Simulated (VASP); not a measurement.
# BaErO4 (F-43m) in VASP: a series of runs

Runs on BaErO4. Level: PBE. Tasks: single point.

Everything below comes from runs of VASP 6.6.1. Logs are shortened: lines on timing, memory, paths and dates and some standing lists are left out, and cuts for length are marked.

## (1) The cell of the first run

Symmetry: F-43m, No. 216, cubic system. The conventional cell has a = 6.725 Å, b = 6.725 Å, c = 6.725 Å, α = 90.00°, β = 90.00°, γ = 90.00°. Within 3.7 Å of Ba (site symmetry -43m) lie 12 O at 2.79 Å and 4 Er at 2.91 Å. Within 3.7 Å of Er (site symmetry -43m) lie 12 O at 2.78 Å and 4 Ba at 2.91 Å. Within 3.1 Å of O (site symmetry 3m) lie 6 O at 2.35 to 2.41 Å and 3 Er at 2.78 Å and 3 Ba at 2.79 Å.

## (2) Single point, PBE

File POSCAR:

```
BaErO4
1.0
    0.0000000000      3.3623043752      3.3623043752
    3.3623043752      0.0000000000      3.3623043752
    3.3623043752      3.3623043752      0.0000000000
Ba Er O
1 1 4
Direct
    0.7500000000      0.7500000000      0.7500000000
    0.0000000000      0.0000000000      0.0000000000
    0.3734178842      0.3734178842      0.3734178842
    0.8797463473      0.3734178842      0.3734178842
    0.3734178842      0.8797463473      0.3734178842
    0.3734178842      0.3734178842      0.8797463473
```

File INCAR.step1:

```
SYSTEM = BaErO4
ALGO     = Normal         ! electronic algorithm
EDIFF    = 1E-6           ! SCF threshold, eV
ENCUT    = 520            ! plane-wave cutoff, eV
GGA      = PE             ! functional
GGA_COMPAT= .False.      
ISIF     = 2              ! what is computed and relaxed
ISMEAR   = 0              ! smearing method
LASPH    = .True.         ! aspherical terms in the spheres
LCHARG   = .True.         ! write CHGCAR
LMAXMIX  = 6              ! l up to which the mixer works
LORBIT   = 11             ! projections on sites
LREAL    = .False.        ! projectors in reciprocal space
LWAVE    = .False.        ! write WAVECAR
NBANDS   = 30             ! bands
NEDOS    = 2001           ! points of the DOS
NELM     = 200            ! most SCF steps
PREC     = Accurate       ! precision mode
SIGMA    = 0.1            ! smearing width, eV
```

File KPOINTS.step1:

```
k-points
0
Gamma
  10 10 10
  0 0 0
```

File INCAR.step2:

```
SYSTEM = BaErO4
ALGO     = Normal         ! electronic algorithm
EDIFF    = 1E-6           ! SCF threshold, eV
ENCUT    = 520            ! plane-wave cutoff, eV
GGA      = PE             ! functional
GGA_COMPAT= .False.      
ICHARG   = 11             ! starting density
ISIF     = 2              ! what is computed and relaxed
ISMEAR   = -5             ! smearing method
LASPH    = .True.         ! aspherical terms in the spheres
LCHARG   = .False.        ! write CHGCAR
LMAXMIX  = 6              ! l up to which the mixer works
LORBIT   = 11             ! projections on sites
LREAL    = .False.        ! projectors in reciprocal space
LWAVE    = .False.        ! write WAVECAR
NBANDS   = 30             ! bands
NEDOS    = 1001           ! points of the DOS
NELM     = 200            ! most SCF steps
PREC     = Accurate       ! precision mode
SIGMA    = 0.1            ! smearing width, eV
```

File KPOINTS.step2:

```
k-points
0
Gamma
  15 15 15
  0 0 0
```

Potentials or basis: VASP PAW PBE potentials, release 64 (Ba_sv, Er_3, O), 4f in core.

Launch:

```bash
$ cat potpaw_PBE.64/Ba_sv/POTCAR potpaw_PBE.64/Er_3/POTCAR potpaw_PBE.64/O/POTCAR > POTCAR
$ cp INCAR.step1 INCAR
$ cp KPOINTS.step1 KPOINTS
$ mpirun -np 1 vasp_std > vasp.out
$ cp INCAR.step2 INCAR
$ cp KPOINTS.step2 KPOINTS
$ mpirun -np 1 vasp_std > vasp.out
```

OUTCAR:

```text
SYSTEM = BaErO4
   EDIFF = 1E-6
   ENCUT = 520
   GGA = PE
   ICHARG = 11
   ISIF = 2
   ISMEAR = -5
   LASPH = .True.
   LORBIT = 11
   LREAL = .False.
   NELM = 200
   PREC = Accurate

 ion  position               nearest neighbor table
   1  0.750  0.750  0.750-   5 2.79   6 2.79   4 2.79   6 2.79   4 2.79   5 2.79   3 2.79   3 2.79
                             3 2.79   4 2.79   5 2.79   6 2.79   2 2.91   2 2.91   2 2.91   2 2.91
   2  0.000  0.000  0.000-   4 2.78   5 2.78   6 2.78   3 2.78   3 2.78   3 2.78   4 2.78   4 2.78
                             6 2.78   5 2.78   5 2.78   6 2.78   1 2.91   1 2.91   1 2.91   1 2.91
   3  0.373  0.373  0.373-   2 2.78   2 2.78   2 2.78   1 2.79   1 2.79   1 2.79
   4  0.880  0.373  0.373-   2 2.78   2 2.78   2 2.78   1 2.79   1 2.79   1 2.79
   5  0.373  0.880  0.373-   2 2.78   2 2.78   2 2.78   1 2.79   1 2.79   1 2.79
   6  0.373  0.373  0.880-   2 2.78   2 2.78   2 2.78   1 2.79   1 2.79   1 2.79

  LATTYP: Found a face centered cubic cell.
 ALAT       =     6.7246087504

  Lattice vectors:

 A1 = (   0.0000000000,   3.3623043752,   3.3623043752)
 A2 = (   3.3623043752,   0.0000000000,   3.3623043752)
 A3 = (   3.3623043752,   3.3623043752,   0.0000000000)

Analysis of symmetry for initial positions (statically):
=====================================================================
 Subroutine PRICEL returns:
 Original cell was already a primitive cell.

 Routine SETGRP: Setting up the symmetry group for a
 face centered cubic supercell.

 Subroutine GETGRP returns: Found 24 space group operations
 (whereof 24 operations were pure point group operations)
 out of a pool of 48 trial point group operations.

The static configuration has the point symmetry T_d .

Analysis of symmetry for dynamics (positions and initial velocities):
=====================================================================
 Subroutine PRICEL returns:
 Original cell was already a primitive cell.

 Routine SETGRP: Setting up the symmetry group for a
 face centered cubic supercell.

 Subroutine GETGRP returns: Found 24 space group operations
 (whereof 24 operations were pure point group operations)
 out of a pool of 48 trial point group operations.

The dynamic configuration has the point symmetry T_d .

 Subroutine INISYM returns: Found 24 space group operations
 (whereof 24 operations are pure point group operations),
 and found     1 'primitive' translations

----------------------------------------------------------------------------------------

                                     Primitive cell

[... 116 lines left out ...]
   EFERMI_NEDOS =   21; number of points for ismear=-14 and -15
   IALGO  =     38    algorithm
   IMIX   =      4    mixing-type and parameters
     AMIX     =   0.40;   BMIX     =  1.00
     AMIX_MAG =   1.60;   BMIX_MAG =  1.00
  volume/ion in A,a.u.               =      12.67        85.50
  Fermi-wavevector in a.u.,A,eV,Ry     =   1.353892  2.558485 24.939792  1.833023
  Thomas-Fermi vector in A             =   2.481109
   LORBIT       =     11    0 simple, 1 ext, 2 COOP (PROOUT), +10 PAW based schemes
   GGA     = PE    functional components
   LHFCALC =     F    Hartree Fock is set to
   AEXX    =    0.0000 exact exchange contribution
   IVDW    =     0    specifies the selected vdW correction
   LEPSILON=     F    determine dielectric tensor
   LRPA    =     F    only Hartree local field effects (RPA)
 non-spin polarized calculation
 Fermi weights with tetrahedron method with Bloechl corrections
  energy-cutoff  :      520.00
  volume of cell :       76.02
 maximum number of plane-waves:      2085

 number of electron      43.0000008 magnetization

 Free energy of the ion-electron system (eV)
  ---------------------------------------------------
  ext. energy  EPLUGINS =         0.00000000
  ---------------------------------------------------
  free energy    TOTEN  =       -29.31533952 eV

  energy without entropy =      -29.31533952  energy(sigma->0) =      -29.31533952

 E-fermi :   4.7814     XC(G=0): -11.5518

 val. band max:        4.7807025837   @ k =   0.2000   0.1333   0.0667
 cond. band min:       4.7792544539   @ k =   0.4667   0.2667   0.0667
 fundamental gap:     -0.0014481299
 Fermi energy:         4.7814202150

 k-point     1 :       0.0000    0.0000    0.0000
  band No.  band energies     occupation
      1     -23.1150      2.00000
      2     -21.7869      2.00000
      3     -21.7869      2.00000
      4     -21.7869      2.00000
      5     -14.1163      2.00000
      6     -11.8218      2.00000
[... 781 lines left out ...]
     29       8.5918      0.00000
     30      11.3607      0.00000

 [... further k-points ...]

------------------------ aborting loop because EDIFF is reached ----------------------------------------

  FORCE on cell =-STRESS in cart. coord.  units (eV):
  Direction    XX          YY          ZZ          XY          YZ          ZX
  --------------------------------------------------------------------------------------
  -------------------------------------------------------------------------------------
  Total        0.8734560      0.8734560      0.8734560      0.0000000      0.0000000      0.0000000
  in kB       18.4081661     18.4081661     18.4081661      0.0000000      0.0000000      0.0000000
  external PRESSURE =      18.4081661 kB  Pullay stress =       0.0000000 kB

 VOLUME and BASIS-vectors are now :
 -----------------------------------------------------------------------------
  energy-cutoff  :      520.00
  volume of cell :       76.02
      direct lattice vectors                 reciprocal lattice vectors
     0.000000000  3.362304375  3.362304375    -0.148707536  0.148707536  0.148707536
     3.362304375  0.000000000  3.362304375     0.148707536 -0.148707536  0.148707536
     3.362304375  3.362304375  0.000000000     0.148707536  0.148707536 -0.148707536

 POSITION                                       TOTAL-FORCE (eV/Angst)
 -----------------------------------------------------------------------------------
      5.04346      5.04346      5.04346         0.000000     -0.000000      0.000000
      0.00000      0.00000      0.00000         0.000000     -0.000000      0.000000
      2.51109      2.51109      2.51109        -0.021734     -0.021734     -0.021734
      2.51109      4.21352      4.21352        -0.021734      0.021734      0.021734
      4.21352      2.51109      4.21352         0.021734     -0.021734      0.021734
      4.21352      4.21352      2.51109         0.021734      0.021734     -0.021734
 -----------------------------------------------------------------------------------
    total drift:                                0.000001      0.000001      0.000001

  FREE ENERGIE OF THE ION-ELECTRON SYSTEM (eV)
  ---------------------------------------------------
  free  energy   TOTEN  =       -29.3153395227 eV

  energy  without entropy=      -29.3153395227  energy(sigma->0) =      -29.31533952

 total charge

# of ion       s       p       d       tot
------------------------------------------
    1        2.020   5.580   0.564   8.165
    2        0.263   6.517   1.029   7.809
    3        1.607   3.198   0.000   4.805
    4        1.607   3.198   0.000   4.805
    5        1.607   3.198   0.000   4.805
    6        1.607   3.198   0.000   4.805
--------------------------------------------------
tot          8.712  24.891   1.593  35.196
```

OUTCAR.step1:

```text
SYSTEM = BaErO4
   EDIFF = 1E-6
   ENCUT = 520
   GGA = PE
   ISIF = 2
   ISMEAR = 0
   LASPH = .True.
   LORBIT = 11
   LREAL = .False.
   NELM = 200
[... 1033 lines left out ...]

  FREE ENERGIE OF THE ION-ELECTRON SYSTEM (eV)
  ---------------------------------------------------
  free  energy   TOTEN  =       -29.3291526576 eV

  energy  without entropy=      -29.3012211526  energy(sigma->0) =      -29.31518691

 total charge

# of ion       s       p       d       tot
------------------------------------------
    1        2.020   5.580   0.564   8.164
    2        0.263   6.517   1.029   7.809
    3        1.607   3.199   0.000   4.806
    4        1.607   3.199   0.000   4.806
    5        1.607   3.199   0.000   4.806
    6        1.607   3.199   0.000   4.806
--------------------------------------------------
tot          8.711  24.892   1.593  35.196
```

OSZICAR.step1:

```text
N       E                     dE             d eps       ncg     rms          rms(c)
DAV:   1     0.277088637080E+03    0.27709E+03   -0.21506E+04  4412   0.148E+03
DAV:   2    -0.131461093720E+02   -0.29023E+03   -0.27521E+03  4680   0.431E+02
DAV:   3    -0.323421439146E+02   -0.19196E+02   -0.18810E+02  4594   0.103E+02
DAV:   4    -0.329315033928E+02   -0.58936E+00   -0.58741E+00  4790   0.122E+01
DAV:   5    -0.329408353622E+02   -0.93320E-02   -0.92854E-02  3484   0.143E+00    0.176E+01
DAV:   6    -0.294815268232E+02    0.34593E+01   -0.11519E+01  4646   0.222E+01    0.141E+01
DAV:   7    -0.293705164921E+02    0.11101E+00   -0.82375E-01  4088   0.529E+00    0.838E+00
DAV:   8    -0.293298250034E+02    0.40691E-01   -0.21631E-01  4974   0.526E+00    0.899E-01
DAV:   9    -0.293295613658E+02    0.26364E-03   -0.99039E-03  4266   0.613E-01    0.351E-01
DAV:  10    -0.293291448196E+02    0.41655E-03   -0.26123E-03  4844   0.513E-01    0.707E-02
DAV:  11    -0.293291452313E+02   -0.41176E-06   -0.24817E-04  4300   0.129E-01    0.343E-02
DAV:  12    -0.293291546027E+02   -0.93713E-05   -0.43648E-05  4886   0.538E-02    0.868E-03
DAV:  13    -0.293291530853E+02    0.15173E-05   -0.30071E-06  3282   0.193E-02    0.607E-03
DAV:  14    -0.293291526576E+02    0.42775E-06   -0.16896E-06  2824   0.928E-03
   1 F= -.29329153E+02 E0= -.29315187E+02  d E =-.279315E-01
```

It took 1.8 min on 1 thread of Intel Xeon 6975P-C (Granite Rapids), shared host; peak memory 0.39 GiB.

Results:

| Property | Result |
| --- | --- |
| Valence electrons inside the program's atomic spheres | Ba 8.16; Er 7.81; O 4.80 |

Levels at points of the mesh, in eV from the Fermi level:
```csv
k point,band 18,band 19,band 20,band 21,band 22,band 23,band 24,band 25
"(0.00, 0.00, 0.00)",-0.65,-0.65,-0.65,0.48,0.48,0.48,2.36,2.36
```

Caveat: spin-orbit coupling is left out, which moves the levels of the heavy elements; the 4f electrons are frozen in the core, so they carry no moment and show no levels; an odd number of electrons without spin polarisation forces a metal; a magnetic or distorted state may lie lower; the run has no spin polarisation, though such a crystal can be magnetic; tetrahedron occupations give inexact forces and stress in metals.

[end of part 1 of 2]
